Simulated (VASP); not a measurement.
Write the native input for VASP 6.6.1 that does the following.

```yaml
Task: single point
Functional: PBE
Potentials_or_basis: VASP PAW PBE potentials, release 64 (Pt)
Cutoff: 520 eV
k_mesh: 41 × 41 × 41
Occupations: fermi-dirac, width 0.0612256 eV
Spin: no spin polarisation
Dipole_correction: no
Further_INCAR_settings: ALGO = Normal; EDIFF = 1e-06; NBANDS = 11
```

The structure of Pt lies in POSCAR:

```
Pt
1.0
    2.5902215738      0.0000000000      0.0000000000
    0.0000000000      2.5902215738      0.0000000000
    0.0000000000      0.0000000000      2.5902215738
Pt
1
Direct
    0.0000000000      0.0000000000      0.0000000000
```

This isn't the form of Pt at room conditions, which is fcc.

One way to write it, as run:

INCAR

```
ALGO = Normal
EDIFF = 1E-6
ENCUT = 520
GGA = PE
ISIF = 2
ISMEAR = -1
LASPH = T
LCHARG = T
LELF = T
LREAL = F
LVHAR = T
LWAVE = F
NBANDS = 11
NELM = 100
PREC = Accurate
SIGMA = 0.06122561905347299
```

KPOINTS

```
k-points
0
Gamma
  41 41 41
```

Potentials or basis: VASP PAW PBE potentials, release 64 (Pt).

Run with:

```bash
$ cat potpaw_PBE.64/Pt/POTCAR > POTCAR
$ mpirun -np 1 vasp_std > vasp.out
```

It gave:

```
Pressure               : 7.6 GPa
Band gap on the k mesh : zero (bands 5 and 6 overlap by 3.32 eV)
```

Caveat: the cell stands under pressure; spin-orbit coupling is left out, which moves the levels of the heavy elements.

It took 85 s on 1 thread of Intel(R) Xeon(R) 6975P-C (Granite Rapids), with other jobs on the host, peak memory 0.42 GiB.
